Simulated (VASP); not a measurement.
Input of a VASP 6.6.1 run:

The input INCAR:

```
SYSTEM = Cd
PREC = Accurate
ENCUT = 520
EDIFF = 1E-8
ISMEAR = -1
SIGMA = 0.05
LREAL = .False.
LASPH = .True.
NELM = 100
ALGO = Normal
ISIF = 2
LWAVE = .False.
LCHARG = .False.
GGA = PS
LEFG = .True.
NBANDS = 19
```

The input KPOINTS:

```
regular mesh
0
Gamma
  14 14 7
  0 0 0
```

Contents of POSCAR:

```
Cd
1.0
    2.9588794728      0.0000000000      0.0000000000
   -1.4794397363      2.5624647901      0.0000000000
    0.0000000000      0.0000000000      5.5799465150
Cd
2
Direct
    0.3333333333      0.6666666667      0.2500000000
    0.6666666667      0.3333333333      0.7500000000
```

Potentials or basis: VASP PAW PBE potentials, release 64 (Cd).

Run with:

```sh
$ cat potpaw_PBE.64/Cd/POTCAR > POTCAR
$ mpirun -np 1 vasp_std > vasp.out
```

Problem. Predict the pressure.

Solution. 0.1 GPa.

Problem. What does it give for the band gap on the k mesh?

Solution. Zero (bands 12 and 13 overlap by 4.33 eV).

Electric field gradients, principal values (V/Å²):
| atom | least | middle | greatest (by size) |
| --- | --- | --- | --- |
| 1 Cd | -42.355 | -42.358 | 84.713 |
| 2 Cd | -42.355 | -42.358 | 84.713 |

Caveat: without QUAD_EFG the Cq values of the log hold for a quadrupole moment of 1 mb, not for the nuclei; the PAW data sets were made with another functional, which shifts forces and pressure a little.
